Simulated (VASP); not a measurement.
Input of a VASP 6.6.1 run:

File INCAR:

```
ALGO = Normal
EDIFF = 1E-6
ENCUT = 500
GGA = PE
GGA_COMPAT = False
ISIF = 2
ISMEAR = 0
IVDW = 12
LASPH = True
LCHARG = False
LREAL = False
LWAVE = False
NBANDS = 20
NELM = 120
PREC = Accurate
SIGMA = 0.05
```

KPOINTS

```
k-points
0
Gamma
  12 12 6
```

The input POSCAR:

```
MoS2
1.0
    3.0519767764      0.0000000000      0.0000000000
   -1.5259883882      2.6430894201      0.0000000000
    0.0000000000      0.0000000000      6.7927847112
Mo S
1 2
Direct
    0.0000000000      0.0000000000      0.0000000000
    0.3333333333      0.6666666667      0.2357940733
    0.3333333333      0.6666666667      0.7642059267
```

Potentials or basis: VASP PAW PBE potentials, release 64 (Mo_sv, S).

The run is started by

```bash
$ cat potpaw_PBE.64/Mo_sv/POTCAR potpaw_PBE.64/S/POTCAR > POTCAR
$ mpirun -np 1 vasp_std > vasp.out
```

**Question.** Estimate the largest force.

**Answer.** 0.011 eV/Å.

**Question.** Estimate the pressure.

**Answer.** 5.6 GPa.

Forces on the atoms (eV/Å):
```
Mo   0.000  0.000  0.000
S    0.000  0.000  0.011
S    0.000  0.000 -0.011
```

Caveat: the cell stands under pressure.
